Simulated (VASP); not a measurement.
# Rh (R-3m) in VASP: notebook

Runs on Rh. Level: PBEsol. Tasks: single point.

Program: VASP 6.6.1. These are calculated values, not measurements. Logs are shortened: lines on timing, memory, paths and dates and some standing lists are left out, and cuts for length are marked.

### Step 1. The cell of the first run

The structure is trigonal, space group R-3m (No. 166). The conventional cell has a = 2.134 Å, b = 2.134 Å, c = 10.456 Å, α = 90.00°, β = 90.00°, γ = 120.00°. Rh (site symmetry -3m) has 6 Rh at 2.13 Å within 2.8 Å.

### Step 2. Single point, PBEsol

Input file INCAR:

```
SYSTEM = Rh
PREC     = Accurate       ! precision mode
ENCUT    = 520            ! plane-wave cutoff, eV
EDIFF    = 1E-6           ! SCF threshold, eV
ISMEAR   = 0              ! smearing method
SIGMA    = 0.15           ! smearing width, eV
LREAL    = .FALSE.        ! projectors in reciprocal space
LASPH    = .TRUE.         ! aspherical terms in the spheres
NELM     = 60             ! most SCF steps
ALGO     = Fast           ! electronic algorithm
ISIF     = 2              ! what is computed and relaxed
LWAVE    = .FALSE.        ! write WAVECAR
LCHARG   = .TRUE.         ! write CHGCAR
GGA      = PS             ! functional
LELF     = .TRUE.         ! ELF
LVHAR    = .TRUE.       
NBANDS   = 14             ! bands
```

Input file KPOINTS:

```
Automatic mesh
0
G
  24 24 24
  0 0 0
```

Input file POSCAR:

```
Rh
1.0
    1.0061741568      2.5154353920      2.5154353920
    2.5154353920      1.0061741568      2.5154353920
    2.5154353920      2.5154353920      1.0061741568
Rh
1
Direct
    0.0000000000      0.0000000000      0.0000000000
```

Potentials or basis: VASP PAW PBE potentials, release 64 (Rh_pv).

Started as:

```console
$ cat potpaw_PBE.64/Rh_pv/POTCAR > POTCAR
$ mpirun -np 1 vasp_std > vasp.out
```

OUTCAR:

```text
SYSTEM = Rh
   PREC = Accurate
   ENCUT = 520
   EDIFF = 1E-6
   ISMEAR = 0
   LREAL = .FALSE.
   LASPH = .TRUE.
   NELM = 60
   ISIF = 2
   GGA = PS

 ion  position               nearest neighbor table
   1  0.000  0.000  0.000-

  LATTYP: Found a trigonal (rhomboedric) cell.
 ALAT       =     3.6969199148
 COS(alpha) =     0.8333333333

  Lattice vectors:

 A1 = (   1.0061741568,   2.5154353920,   2.5154353920)
 A2 = (   2.5154353920,   1.0061741568,   2.5154353920)
 A3 = (   2.5154353920,   2.5154353920,   1.0061741568)

Analysis of symmetry for initial positions (statically):
=====================================================================
 Subroutine PRICEL returns:
 Original cell was already a primitive cell.

 Routine SETGRP: Setting up the symmetry group for a
 trigonal (rhombohedral) supercell.

 Subroutine GETGRP returns: Found 12 space group operations
 (whereof 12 operations were pure point group operations)
 out of a pool of 12 trial point group operations.

The static configuration has the point symmetry D_3d.

Analysis of symmetry for dynamics (positions and initial velocities):
=====================================================================
 Subroutine PRICEL returns:
 Original cell was already a primitive cell.

 Routine SETGRP: Setting up the symmetry group for a
 trigonal (rhombohedral) supercell.

 Subroutine GETGRP returns: Found 12 space group operations
 (whereof 12 operations were pure point group operations)
 out of a pool of 12 trial point group operations.

The dynamic configuration has the point symmetry D_3d.

 Subroutine INISYM returns: Found 12 space group operations
 (whereof 12 operations are pure point group operations),
 and found     1 'primitive' translations

----------------------------------------------------------------------------------------

                                     Primitive cell

  volume of cell :      13.7516

  direct lattice vectors                    reciprocal lattice vectors
     1.006174157  2.515435392  2.515435392    -0.386502561  0.276073258  0.276073258
     2.515435392  1.006174157  2.515435392     0.276073258 -0.386502561  0.276073258
     2.515435392  2.515435392  1.006174157     0.276073258  0.276073258 -0.386502561

  length of vectors
     3.696919915  3.696919915  3.696919915     0.549378847  0.549378847  0.549378847

  position of ions in fractional coordinates (direct lattice)
     0.000000000  0.000000000  0.000000000

  ion indices of the primitive-cell ions
   primitive index   ion index
                 1           1

----------------------------------------------------------------------------------------

 KPOINTS: Automatic mesh

Automatic generation of k-mesh.
 Grid dimensions read from file:
 generate k-points for:   24   24   24

 Generating k-lattice:

  Cartesian coordinates                     Fractional coordinates (reciprocal lattice)
    -0.016104273  0.011503052  0.011503052     0.041666667  0.000000000  0.000000000
     0.011503052 -0.016104273  0.011503052     0.000000000  0.041666667  0.000000000
     0.011503052  0.011503052 -0.016104273     0.000000000  0.000000000  0.041666667

  Length of vectors
     0.022890785  0.022890785  0.022890785

  Shift w.r.t. Gamma in fractional coordinates (k-lattice)
     0.000000000  0.000000000  0.000000000

 Subroutine IBZKPT returns following result:
 ===========================================

 Found   1313 irreducible k-points:

 Following reciprocal coordinates:
            Coordinates               Weight
  0.000000  0.000000  0.000000      1.000000
  0.041667  0.000000  0.000000      6.000000
  0.083333 -0.000000 -0.000000      6.000000
  0.125000 -0.000000 -0.000000      6.000000
  0.166667 -0.000000 -0.000000      6.000000
  0.208333  0.000000  0.000000      6.000000
[... 16 lines left out ...]
  0.416667  0.041667  0.000000     12.000000
  0.458333  0.041667 -0.000000     12.000000
 [... further k-points ...]
   k-points           NKPTS =   1313   k-points in BZ     NKDIM =   1313   number of bands    NBANDS=     14
   number of dos      NEDOS =    301   number of ions     NIONS =      1
   total plane-waves  NPLWV =  21952
   dimension x,y,z NGX =    28 NGY =   28 NGZ =   28
   dimension x,y,z NGXF=    56 NGYF=   56 NGZF=   56
   ions per type =               1
   NGX,Y,Z   is equivalent  to a cutoff of  12.59, 12.59, 12.59 a.u.
   NGXF,Y,Z  is equivalent  to a cutoff of  25.18, 25.18, 25.18 a.u.
 SYSTEM =  Rh
   PREC   = accura    normal or accurate (medium, high low for compatibility)
   ISTART =      0    job   : 0-new  1-cont  2-samecut
   ICHARG =      2    charge: 1-file 2-atom 10-const
   ISPIN  =      1    spin polarized calculation?
   LNONCOLLINEAR =      F non collinear calculations
   LSORBIT =      F    spin-orbit coupling
   LASPH  =      T    aspherical Exc in radial PAW
   ENCUT  =  520.0 eV  38.22 Ry    6.18 a.u.   6.87  6.87  6.87*2*pi/ulx,y,z
   NELM   =     60;   NELMIN=  2; NELMDL= -5     # of ELM steps
   EDIFF  = 0.1E-05   stopping-criterion for ELM
   LREAL  =      F    real-space projection
   EDIFFG = 0.1E-04   stopping-criterion for IOM
   NSW    =      0    number of steps for IOM
   IBRION =     -1    ionic relax: 0-MD 1-quasi-New 2-CG
   NFREE  =      0    steps in history (QN), initial steepest desc. (CG)
   ISIF   =      2    stress and relaxation
   ISYM   =      2    0-nonsym 1-usesym 2-fastsym
   POTIM  = 0.5000    time-step for ionic-motion
   TEBEG  =    0.0;   TEEND  =   0.0 temperature during run
   PSTRESS=    0.0 pullay stress
   NELECT =      15.0000    total number of electrons
   NUPDOWN=      -1.0000    fix difference up-down
   EMIN   =  10.00;   EMAX   =-10.00  energy-range for DOS
   EFERMI =   0.00;   METHOD = LEGACY
   ISMEAR =     0;   SIGMA  =   0.15  broadening in eV -4-tet -1-fermi 0-gaus
   EFERMI_NEDOS =   21; number of points for ismear=-14 and -15
   IALGO  =     68    algorithm
   IMIX   =      4    mixing-type and parameters
     AMIX     =   0.40;   BMIX     =  1.00
     AMIX_MAG =   1.60;   BMIX_MAG =  1.00
  volume/ion in A,a.u.               =      13.75        92.80
  Fermi-wavevector in a.u.,A,eV,Ry     =   1.685211  3.184586 38.639656  2.839935
  Thomas-Fermi vector in A             =   2.768095
   LORBIT       =      0    0 simple, 1 ext, 2 COOP (PROOUT), +10 PAW based schemes
   GGA     = PS    functional components
   LHFCALC =     F    Hartree Fock is set to
   AEXX    =    0.0000 exact exchange contribution
   IVDW    =     0    specifies the selected vdW correction
   LEPSILON=     F    determine dielectric tensor
   LRPA    =     F    only Hartree local field effects (RPA)
 non-spin polarized calculation
 RMM-DIIS sequential band-by-band and
 Gauss-broadening in eV      SIGMA  =   0.15
  energy-cutoff  :      520.00
  volume of cell :       13.75
 maximum number of plane-waves:       382
   NGX = 13   NGY = 13   NGZ = 13

 number of electron      14.9999997 magnetization

 Free energy of the ion-electron system (eV)
  ---------------------------------------------------
  ext. energy  EPLUGINS =         0.00000000
  ---------------------------------------------------
  free energy    TOTEN  =        -3.07281669 eV

  energy without entropy =       -3.05971732  energy(sigma->0) =       -3.06626700

 E-fermi :  11.8148     XC(G=0): -13.5792

 val. band max:       11.8139598746   @ k =  -0.4583   0.4167   0.2917
 cond. band min:      11.8171125375   @ k =   0.4583   0.4167   0.1250
 fundamental gap:      0.0031526628
 Fermi energy:        11.8147534925

 k-point     1 :       0.0000    0.0000    0.0000
  band No.  band energies     occupation
      1     -35.5461      2.00000
      2     -34.0760      2.00000
      3     -34.0760      2.00000
      4       2.9860      2.00000
      5       5.3768      2.00000
      6       6.8287      2.00000
      7       6.8287      2.00000
      8      13.4353      0.00000
      9      13.4353      0.00000
     10      17.2689      0.00000
     11      26.7434      0.00000
     12      29.9949      0.00000
     13      31.9323      0.00000
     14      40.8367      0.00000

 k-point     2 :       0.0417    0.0000    0.0000
  band No.  band energies     occupation
      1     -35.5331      2.00000
      2     -34.1636      2.00000
      3     -34.0951      2.00000
      4       3.1316      2.00000
      5       5.4443      2.00000
      6       6.7219      2.00000
      7       6.9472      2.00000
      8      12.9570      0.00000
      9      13.3972      0.00000
     10      17.7525      0.00000
     11      26.7850      0.00000
     12      30.2972      0.00000
     13      31.9323      0.00000
     14      40.9173      0.00000

 k-point     3 :       0.0833   -0.0000   -0.0000
  band No.  band energies     occupation
      1     -35.4948      2.00000
      2     -34.4176      2.00000
      3     -34.1508      2.00000
      4       3.5291      2.00000
      5       5.6445      2.00000
      6       6.4574      2.00000
      7       7.2992      2.00000
      8      11.9266      0.29179
      9      13.2865      0.00000
     10      18.7921      0.00000
     11      26.9164      0.00000
     12      31.1707      0.00000
     13      31.9319      0.00000
     14      41.0299      0.00000
[... 324 lines left out ...]
 k-point    23 :       0.4167    0.0417    0.0000
  band No.  band energies     occupation
      1     -38.1586      2.00000
      2     -35.0781      2.00000
      3     -34.8284      2.00000
      4       1.5327      2.00000
      5       4.8235      2.00000
      6      10.0994      2.00000
      7      11.5025      1.99676
      8      13.8120      0.00000
      9      16.0408      0.00000
     10      24.1595      0.00000
     11      27.1364      0.00000
     12      30.2762      0.00000
     13      31.9307      0.00000
     14      35.6071      0.00000

 k-point    24 :       0.4583    0.0417   -0.0000
  band No.  band energies     occupation
      1     -38.4211      2.00000
      2     -35.1458      2.00000
      3     -34.7742      2.00000
      4       1.2765      2.00000
      5       4.4788      2.00000
      6      10.6211      2.00000
      7      11.3804      1.99996
      8      14.8716      0.00000
      9      17.0713      0.00000
     10      24.5201      0.00000
     11      25.8729      0.00000
     12      30.2937      0.00000
     13      31.9270      0.00000
     14      35.5398      0.00000

 [... further k-points ...]

------------------------ aborting loop because EDIFF is reached ----------------------------------------

  FORCE on cell =-STRESS in cart. coord.  units (eV):
  Direction    XX          YY          ZZ          XY          YZ          ZX
  --------------------------------------------------------------------------------------
  -------------------------------------------------------------------------------------
  Total       16.5672673     16.5672673     16.5672673     -8.6620905     -8.6620905     -8.6620905
  in kB     1930.2262500   1930.2262500   1930.2262500  -1009.2065330  -1009.2065330  -1009.2065330
  external PRESSURE =    1930.2262500 kB  Pullay stress =       0.0000000 kB

 VOLUME and BASIS-vectors are now :
 -----------------------------------------------------------------------------
  energy-cutoff  :      520.00
  volume of cell :       13.75
      direct lattice vectors                 reciprocal lattice vectors
     1.006174157  2.515435392  2.515435392    -0.386502561  0.276073258  0.276073258
     2.515435392  1.006174157  2.515435392     0.276073258 -0.386502561  0.276073258
     2.515435392  2.515435392  1.006174157     0.276073258  0.276073258 -0.386502561

 POSITION                                       TOTAL-FORCE (eV/Angst)
 -----------------------------------------------------------------------------------
      0.00000      0.00000      0.00000         0.000000      0.000000     -0.000000
 -----------------------------------------------------------------------------------
    total drift:                                0.000000      0.000000      0.000000

  FREE ENERGIE OF THE ION-ELECTRON SYSTEM (eV)
  ---------------------------------------------------
  free  energy   TOTEN  =        -3.0728166876 eV

  energy  without entropy=       -3.0597173214  energy(sigma->0) =       -3.06626700
```

Wall time 6.4 min (1 thread of AMD EPYC 7R43 (Zen 3), shared host); peak memory 0.32 GiB.

What came out:

```
Free energy            : -3.0728 eV
Pressure               : 193.0 GPa
Band gap on the k mesh : zero (an odd number of electrons rules out a gap without spin polarisation)
```

Stress tensor (GPa, compression positive):
```
 193.02 -100.92 -100.92
-100.92  193.02 -100.92
-100.92 -100.92  193.02
```

Levels at points of the mesh, in eV from the Fermi level:
```csv
k point,band 5,band 6,band 7,band 8,band 9,band 10,band 11,band 12
"(0.00, 0.00, 0.00)",-6.44,-4.99,-4.99,1.62,1.62,5.45,14.93,18.18
"(0.50, 0.00, 0.00)",-7.57,-0.90,-0.33,4.59,5.16,12.86,13.27,18.24
"(0.50, 0.50, 0.00)",-7.84,-0.23,-0.19,4.59,6.24,10.29,13.53,19.97
"(0.50, 0.50, 0.50)",-4.99,-4.99,-2.35,-1.71,1.65,1.65,18.04,18.17
```

Caveat: the cell stands under pressure; the PAW data sets were made with another functional, which shifts forces and pressure a little.

### Step 3. Single point, PBEsol

This run uses another cell than the first one, of the same volume but with other edges.

Input file INCAR:

```
SYSTEM = Rh
PREC = Accurate ; ENCUT = 520
EDIFF = 1E-6 ; ISMEAR = 0
SIGMA = 0.15 ; LREAL = .False.
LASPH = .True. ; NELM = 80
ALGO = Fast ; ISIF = 2
LWAVE = .False. ; LCHARG = .False.
GGA = PS ; NBANDS = 14
```

Input file KPOINTS:

```
Automatic mesh
0
Gamma
  24 24 24
  0 0 0
```

Input file POSCAR:

```
Rh
1.0
   -0.4120928114      1.7194217301      1.7194217301
    1.7194217301     -0.4120928114      1.7194217301
    1.7194217301      1.7194217301     -0.4120928114
Rh
1
Direct
    0.0000000000      0.0000000000      0.0000000000
```

Potentials or basis: VASP PAW PBE potentials, release 64 (Rh_pv).

Started as:

```console
$ cat potpaw_PBE.64/Rh_pv/POTCAR > POTCAR
$ mpirun -np 1 vasp_std > vasp.out
```

Wall time 2.3 min (1 thread of AMD EPYC 7R43 (Zen 3), shared host); peak memory 0.28 GiB.

It converged, with:

```
Free energy            : -7.2099 eV
Pressure               : 24.8 GPa
Band gap on the k mesh : zero (an odd number of electrons rules out a gap without spin polarisation)
```

Stress tensor (GPa, compression positive):
```
24.80 13.19 13.19
13.19 24.80 13.19
13.19 13.19 24.80
```

Levels at points of the mesh, in eV from the Fermi level:
```
           k point  band 4  band 5  band 6  band 7  band 8  band 9  band 10  band 11
(0.00, 0.00, 0.00)   -7.87   -5.13   -5.13    0.02    0.23    0.23    15.99    19.32
(0.50, 0.00, 0.00)   -5.77   -4.93   -0.81   -0.06   -0.05    0.17     7.91    18.03
(0.50, 0.50, 0.00)   -6.52   -5.48   -0.17    0.10    2.49    3.99     9.51    13.10
(0.50, 0.50, 0.50)   -6.31   -4.20   -4.20    2.31    2.31    5.45    12.86    14.63
```

Caveat: the cell stands under pressure; the PAW data sets were made with another functional, which shifts forces and pressure a little.

### Step 4. Single point, PBEsol

This run uses another cell than the first one, of the same volume but with other edges.

Input file INCAR:

```
PREC     = Accurate       # precision mode
ENCUT    = 520            # plane-wave cutoff, eV
EDIFF    = 1E-6           # SCF threshold, eV
ISMEAR   = 0              # smearing method
SIGMA    = 0.15           # smearing width, eV
LREAL    = F              # projectors in reciprocal space
LASPH    = T              # aspherical terms in the spheres
NELM     = 80             # most SCF steps
ALGO     = Fast           # electronic algorithm
ISIF     = 2              # what is computed and relaxed
LWAVE    = F              # write WAVECAR
LCHARG   = F              # write CHGCAR
GGA      = PS             # functional
NBANDS   = 14             # bands
```

Input file KPOINTS:

```
regular mesh
0
Gamma
  24 24 24
```

Input file POSCAR:

```
Rh
1.0
    0.4635116378      2.1592859224      2.1592859224
    2.1592859224      0.4635116378      2.1592859224
    2.1592859224      2.1592859224      0.4635116378
Rh
1
Direct
    0.0000000000      0.0000000000      0.0000000000
```

Started as:

```console
$ cat potpaw_PBE.64/Rh_pv/POTCAR > POTCAR
$ mpirun -np 1 vasp_std > vasp.out
```

Run time: 4.6 min. Hardware: 1 thread of AMD EPYC 7R43 (Zen 3), shared host; peak memory 0.31 GiB.

The run converged. Its results:

```yaml
Free_energy: -6.9926 eV
Pressure: 41.1 GPa
Band_gap_on_the_k_mesh: zero (an odd number of electrons rules out a gap without spin polarisation)
```

Stress tensor (GPa, compression positive):
```
 41.15 -36.99 -36.99
-36.99  41.15 -36.99
-36.99 -36.99  41.15
```

Levels at points of the mesh, in eV from the Fermi level:
```csv
k point,band 3,band 4,band 5,band 6,band 7,band 8,band 9,band 10,band 11,band 12
"(0.00, 0.00, 0.00)",-46.05,-7.95,-5.37,-3.23,-3.23,0.36,0.36,11.85,18.73,20.59
"(0.50, 0.00, 0.00)",-46.22,-7.16,-4.87,-1.07,-0.91,2.37,2.42,11.04,14.03,18.89
"(0.50, 0.50, 0.00)",-46.28,-7.32,-6.01,0.00,0.52,2.45,4.00,10.40,12.90,18.31
"(0.50, 0.50, 0.50)",-46.06,-6.95,-3.32,-3.32,-1.72,0.77,0.77,3.49,17.91,20.60
```

Caveat: the cell stands under pressure; the PAW data sets were made with another functional, which shifts forces and pressure a little.

### Step 5. The runs side by side

```tsv
cell	gap on the mesh (eV)	pressure (GPa)
a = 3.697 Å, angles 33.6°, 1 atom	none	193.0
a = 2.466 Å, angles 75.3°, 1 atom	none	24.8
a = 3.089 Å, angles 45.7°, 1 atom	none	41.1
```

Alike in all rows: task single point; level PBEsol; potentials or basis VASP PAW PBE potentials, release 64 (Rh_pv); no spin polarisation; k mesh 24 × 24 × 24; cutoff (eV) 520; smearing gaussian 0.15 eV.

Caveats: the cell stands under pressure; the PAW data sets were made with another functional, which shifts forces and pressure a little.

Total energies depend on the potentials used, so only differences within one code and one set of settings carry meaning.
